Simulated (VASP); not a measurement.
# Be (P6_3/mmc) in VASP: a series of runs

Be is run at these levels: PBE; tasks: single point, relaxation of the atoms.

All numbers are computed with VASP 6.6.1; they aren't measurements. Logs are shortened: lines on timing, memory, paths and dates and some standing lists are left out, and cuts for length are marked.

### 1 The cell of the first run

It takes space group P6_3/mmc (No. 194, hexagonal). The conventional cell has a = 2.285 Å, b = 2.285 Å, c = 3.584 Å, α = 90.00°, β = 90.00°, γ = 120.00°. Be (site symmetry -6m2) has 12 Be at 2.23 to 2.29 Å within 2.9 Å.

### 2 Single point, PBE

INCAR

```
SYSTEM = Be
PREC = Accurate
ENCUT = 520
EDIFF = 1E-6
ISMEAR = -1
SIGMA = 0.05
LREAL = .FALSE.
LASPH = .TRUE.
NELM = 60
ALGO = Normal
ISIF = 2
LWAVE = .FALSE.
LCHARG = .TRUE.
GGA = PE
LELF = .TRUE.
LVHAR = .TRUE.
NBANDS = 9
```

KPOINTS

```
Automatic mesh
0
G
  16 16 9
  0 0 0
```

POSCAR

```
Be
1.0
    2.2853000000      0.0000000000      0.0000000000
   -1.1426500000      1.9791278553      0.0000000000
    0.0000000000      0.0000000000      3.5842000000
Be
2
Direct
    0.3333333333      0.6666666667      0.2500000000
    0.6666666667      0.3333333333      0.7500000000
```

Potentials or basis: VASP PAW PBE potentials, release 64 (Be).

On the command line:

```sh
$ cat potpaw_PBE.64/Be/POTCAR > POTCAR
$ mpirun -np 1 vasp_std > vasp.out
```

OUTCAR:

```text
SYSTEM = Be
   PREC = Accurate
   ENCUT = 520
   EDIFF = 1E-6
   ISMEAR = -1
   LREAL = .FALSE.
   LASPH = .TRUE.
   NELM = 60
   ISIF = 2
   GGA = PE

 ion  position               nearest neighbor table
   1  0.333  0.667  0.250-   2 2.23   2 2.23   2 2.23   2 2.23   2 2.23   2 2.23
   2  0.667  0.333  0.750-   1 2.23   1 2.23   1 2.23   1 2.23   1 2.23   1 2.23

  LATTYP: Found a hexagonal cell.
 ALAT       =     2.2853000000
 C/A-ratio  =     1.5683717674

  Lattice vectors:

 A1 = (   2.2853000000,   0.0000000000,   0.0000000000)
 A2 = (  -1.1426500000,   1.9791278553,   0.0000000000)
 A3 = (   0.0000000000,   0.0000000000,   3.5842000000)

Analysis of symmetry for initial positions (statically):
=====================================================================
 Subroutine PRICEL returns:
 Original cell was already a primitive cell.

 Routine SETGRP: Setting up the symmetry group for a
 hexagonal supercell.

 Subroutine GETGRP returns: Found 24 space group operations
 (whereof 12 operations were pure point group operations)
 out of a pool of 24 trial point group operations.

The static configuration has the point symmetry D_3d.
 The point group associated with its full space group is D_6h.

Analysis of symmetry for dynamics (positions and initial velocities):
=====================================================================
 Subroutine PRICEL returns:
 Original cell was already a primitive cell.

 Routine SETGRP: Setting up the symmetry group for a
 hexagonal supercell.

 Subroutine GETGRP returns: Found 24 space group operations
 (whereof 12 operations were pure point group operations)
 out of a pool of 24 trial point group operations.

The dynamic configuration has the point symmetry D_3d.
 The point group associated with its full space group is D_6h.

 Subroutine INISYM returns: Found 24 space group operations
 (whereof 12 operations are pure point group operations),
 and found     1 'primitive' translations

----------------------------------------------------------------------------------------

                                     Primitive cell

  volume of cell :      16.2110

  direct lattice vectors                    reciprocal lattice vectors
     2.285300000  0.000000000  0.000000000     0.437579311  0.252636533  0.000000000
    -1.142650000  1.979127855  0.000000000     0.000000000  0.505273066  0.000000000
     0.000000000  0.000000000  3.584200000     0.000000000  0.000000000  0.279002288

  length of vectors
     2.285300000  2.285300000  3.584200000     0.505273066  0.505273066  0.279002288

  position of ions in fractional coordinates (direct lattice)
     0.333333333  0.666666667  0.250000000
     0.666666667  0.333333333  0.750000000

  ion indices of the primitive-cell ions
   primitive index   ion index
                 1           1
                 2           2

----------------------------------------------------------------------------------------

 KPOINTS: Automatic mesh

Automatic generation of k-mesh.
 Grid dimensions read from file:
 generate k-points for:   16   16    9

 Generating k-lattice:

  Cartesian coordinates                     Fractional coordinates (reciprocal lattice)
     0.027348707  0.015789783  0.000000000     0.062500000  0.000000000  0.000000000
     0.000000000  0.031579567  0.000000000     0.000000000  0.062500000  0.000000000
     0.000000000  0.000000000  0.031000254     0.000000000  0.000000000  0.111111111

  Length of vectors
     0.031579567  0.031579567  0.031000254

  Shift w.r.t. Gamma in fractional coordinates (k-lattice)
     0.000000000  0.000000000  0.000000000

 Subroutine IBZKPT returns following result:
 ===========================================

 Found    150 irreducible k-points:

 Following reciprocal coordinates:
            Coordinates               Weight
  0.000000  0.000000  0.000000      1.000000
  0.062500 -0.000000  0.000000      6.000000
  0.125000 -0.000000  0.000000      6.000000
  0.187500  0.000000  0.000000      6.000000
  0.250000 -0.000000  0.000000      6.000000
  0.312500  0.000000  0.000000      6.000000
[... 16 lines left out ...]
  0.187500  0.187500  0.000000      6.000000
  0.250000  0.187500  0.000000     12.000000
 [... further k-points ...]
   k-points           NKPTS =    150   k-points in BZ     NKDIM =    150   number of bands    NBANDS=      9
   number of dos      NEDOS =    301   number of ions     NIONS =      2
   total plane-waves  NPLWV =   9072
   dimension x,y,z NGX =    18 NGY =   18 NGZ =   28
   dimension x,y,z NGXF=    36 NGYF=   36 NGZF=   56
   ions per type =               2
   NGX,Y,Z   is equivalent  to a cutoff of  13.09, 13.09, 12.99 a.u.
   NGXF,Y,Z  is equivalent  to a cutoff of  26.19, 26.19, 25.97 a.u.
 SYSTEM =  Be
   PREC   = accura    normal or accurate (medium, high low for compatibility)
   ISTART =      0    job   : 0-new  1-cont  2-samecut
   ICHARG =      2    charge: 1-file 2-atom 10-const
   ISPIN  =      1    spin polarized calculation?
   LNONCOLLINEAR =      F non collinear calculations
   LSORBIT =      F    spin-orbit coupling
   LASPH  =      T    aspherical Exc in radial PAW
   ENCUT  =  520.0 eV  38.22 Ry    6.18 a.u.   4.25  4.25  6.66*2*pi/ulx,y,z
   NELM   =     60;   NELMIN=  2; NELMDL= -5     # of ELM steps
   EDIFF  = 0.1E-05   stopping-criterion for ELM
   LREAL  =      F    real-space projection
[... 7 lines left out ...]
   TEBEG  =    0.0;   TEEND  =   0.0 temperature during run
   PSTRESS=    0.0 pullay stress
   NELECT =       4.0000    total number of electrons
   NUPDOWN=      -1.0000    fix difference up-down
   EMIN   =  10.00;   EMAX   =-10.00  energy-range for DOS
   EFERMI =   0.00;   METHOD = LEGACY
   ISMEAR =    -1;   SIGMA  =   0.05  broadening in eV -4-tet -1-fermi 0-gaus
   EFERMI_NEDOS =   21; number of points for ismear=-14 and -15
   IALGO  =     38    algorithm
   IMIX   =      4    mixing-type and parameters
     AMIX     =   0.40;   BMIX     =  1.00
     AMIX_MAG =   1.60;   BMIX_MAG =  1.00
  volume/ion in A,a.u.               =       8.11        54.70
  Fermi-wavevector in a.u.,A,eV,Ry     =   1.026814  1.940397 14.345258  1.054347
  Thomas-Fermi vector in A             =   2.160726
   LORBIT       =      0    0 simple, 1 ext, 2 COOP (PROOUT), +10 PAW based schemes
   GGA     = PE    functional components
   LHFCALC =     F    Hartree Fock is set to
   AEXX    =    0.0000 exact exchange contribution
   IVDW    =     0    specifies the selected vdW correction
   LEPSILON=     F    determine dielectric tensor
   LRPA    =     F    only Hartree local field effects (RPA)
 non-spin polarized calculation
  energy-cutoff  :      520.00
  volume of cell :       16.21
 maximum number of plane-waves:       453
 NGX is ok and might be reduce to    18
   NGX =  9   NGY =  9   NGZ = 13

 number of electron       4.0000000 magnetization

 Free energy of the ion-electron system (eV)
  ---------------------------------------------------
  ext. energy  EPLUGINS =         0.00000000
  ---------------------------------------------------
  free energy    TOTEN  =        -7.53569618 eV

  energy without entropy =       -7.53482267  energy(sigma->0) =       -7.53525943

 E-fermi :   6.8026     XC(G=0): -10.5239

 val. band max:        6.7834415454   @ k =   0.3125   0.1250   0.0000
 cond. band min:       6.8432897974   @ k =   0.2500   0.2500   0.1111
 fundamental gap:      0.0598482520
 Fermi energy:         6.8026408056

 k-point     1 :       0.0000    0.0000    0.0000
  band No.  band energies     occupation
      1      -4.3917      2.00000
      2       2.5064      2.00000
      3       7.9194      0.00000
      4      22.4289      0.00000
      5      22.4289      0.00000
      6      25.2479      0.00000
      7      25.2479      0.00000
      8      27.4100      0.00000
      9      33.4664      0.00000

 k-point     2 :       0.0625   -0.0000    0.0000
  band No.  band energies     occupation
      1      -4.2806      2.00000
      2       2.6507      2.00000
      3       7.9541      0.00000
      4      21.5283      0.00000
      5      21.7654      0.00000
      6      25.2540      0.00000
      7      25.5906      0.00000
      8      27.1930      0.00000
      9      31.7654      0.00000

 k-point     3 :       0.1250   -0.0000    0.0000
  band No.  band energies     occupation
      1      -3.9473      2.00000
      2       3.0828      2.00000
      3       8.0485      0.00000
      4      19.4212      0.00000
      5      20.5055      0.00000
      6      25.1569      0.00000
      7      25.8368      0.00000
      8      26.4162      0.00000
      9      29.3600      0.00000

 k-point     4 :       0.1875    0.0000    0.0000
  band No.  band energies     occupation
      1      -3.3914      2.00000
      2       3.8010      2.00000
      3       8.1574      0.00000
      4      16.9574      0.00000
      5      19.2273      0.00000
      6      24.6375      0.00000
      7      24.8154      0.00000
      8      25.5571      0.00000
      9      27.1912      0.00000
[... 205 lines left out ...]
 k-point    22 :       0.4375    0.1250    0.0000
  band No.  band energies     occupation
      1       2.3060      2.00000
      2       4.0143      2.00000
      3      10.8302      0.00000
      4      12.1273      0.00000
      5      13.4851      0.00000
      6      13.5546      0.00000
      7      19.0803      0.00000
      8      22.6021      0.00000
      9      24.6810      0.00000

 k-point    23 :       0.1875    0.1875    0.0000
  band No.  band energies     occupation
      1      -1.3824      2.00000
      2       6.3591      1.99972
      3       8.2763      0.00000
      4      12.2139      0.00000
      5      15.0892      0.00000
      6      20.5496      0.00000
      7      22.3520      0.00000
      8      22.9465      0.00000
      9      25.4154      0.00000

 k-point    24 :       0.2500    0.1875    0.0000
  band No.  band energies     occupation
      1      -0.2671      2.00000
      2       7.7513      0.00000
      3       7.8352      0.00000
      4      10.5904      0.00000
      5      14.3027      0.00000
      6      18.5235      0.00000
      7      21.2271      0.00000
      8      22.3566      0.00000
      9      23.6584      0.00000

 [... further k-points ...]

------------------------ aborting loop because EDIFF is reached ----------------------------------------

  FORCE on cell =-STRESS in cart. coord.  units (eV):
  Direction    XX          YY          ZZ          XY          YZ          ZX
  --------------------------------------------------------------------------------------
  -------------------------------------------------------------------------------------
  Total       -0.2778794     -0.2778794     -0.2754061      0.0000000      0.0000000      0.0000000
  in kB      -27.4636062    -27.4636062    -27.2191650      0.0000000      0.0000000      0.0000000
  external PRESSURE =     -27.3821258 kB  Pullay stress =       0.0000000 kB

 VOLUME and BASIS-vectors are now :
 -----------------------------------------------------------------------------
  energy-cutoff  :      520.00
  volume of cell :       16.21
      direct lattice vectors                 reciprocal lattice vectors
     2.285300000  0.000000000  0.000000000     0.437579311  0.252636533  0.000000000
    -1.142650000  1.979127855  0.000000000     0.000000000  0.505273066  0.000000000
     0.000000000  0.000000000  3.584200000     0.000000000  0.000000000  0.279002288

 POSITION                                       TOTAL-FORCE (eV/Angst)
 -----------------------------------------------------------------------------------
     -0.00000      1.31942      0.89605        -0.000000     -0.000000      0.000000
      1.14265      0.65971      2.68815         0.000000      0.000000      0.000000
 -----------------------------------------------------------------------------------
    total drift:                                0.000000     -0.000000      0.000000

  FREE ENERGIE OF THE ION-ELECTRON SYSTEM (eV)
  ---------------------------------------------------
  free  energy   TOTEN  =        -7.5356961813 eV

  energy  without entropy=       -7.5348226710  energy(sigma->0) =       -7.53525943
```

Run time: 14 s. Hardware: 1 thread of Intel Xeon 8259CL, shared host; peak memory 0.13 GiB.

What came out:

| Quantity | Value |
| --- | --- |
| Free energy | -7.5357 eV |
| Pressure | -2.7 GPa |
| Band gap on the k mesh | zero (bands 2 and 3 overlap by 1.60 eV) |

### 3 Relaxation of the atoms, PBE

INCAR

```
PREC     = Accurate       # precision mode
ENCUT    = 520            # plane-wave cutoff, eV
EDIFF    = 1E-7           # SCF threshold, eV
ISMEAR   = -1             # smearing method
SIGMA    = 0.05           # smearing width, eV
LREAL    = F              # projectors in reciprocal space
LASPH    = T              # aspherical terms in the spheres
NELM     = 80             # most SCF steps
ALGO     = Normal         # electronic algorithm
ISIF     = 2              # what is computed and relaxed
LWAVE    = F              # write WAVECAR
LCHARG   = F              # write CHGCAR
GGA      = PE             # functional
IBRION   = 2              # ionic algorithm
NSW      = 80             # ionic steps
EDIFFG   = -0.02          # ionic threshold
```

KPOINTS

```
Automatic mesh
0
Gamma
  16 16 9
```

POSCAR is that of step 2.

Potentials or basis: VASP PAW PBE potentials, release 64 (Be).

On the command line:

```sh
$ cat potpaw_PBE.64/Be/POTCAR > POTCAR
$ mpirun -np 1 vasp_std > vasp.out
```

Wall time 17 s (1 thread of Intel Xeon 8259CL, shared host); peak memory 0.12 GiB.

Results (log left out):

| Item | Value |
| --- | --- |
| Free energy | -7.5357 eV |
| Pressure after relaxing | -2.7 GPa |
| Band gap on the k mesh | zero (bands 2 and 3 overlap by 1.60 eV) |

Final structure:
```xyz
2
Lattice="2.2853 0.0000 0.0000 -1.1426 1.9791 0.0000 0.0000 0.0000 3.5842" Properties=species:S:1:pos:R:3 pbc="T T T"
Be    0.0000    1.3194    0.8961
Be    1.1426    0.6597    2.6882
```

Levels at points of the mesh, in eV from the Fermi level:
```
           k point  band 1  band 2  band 3  band 4  band 5
(0.00, 0.00, 0.00)  -11.19   -4.30    1.12   15.63   15.63
(0.50, 0.00, 0.00)   -4.91   -3.11    3.60    6.44    6.66
```

Caveat: the relaxation stopped at its first step, so nothing moved.
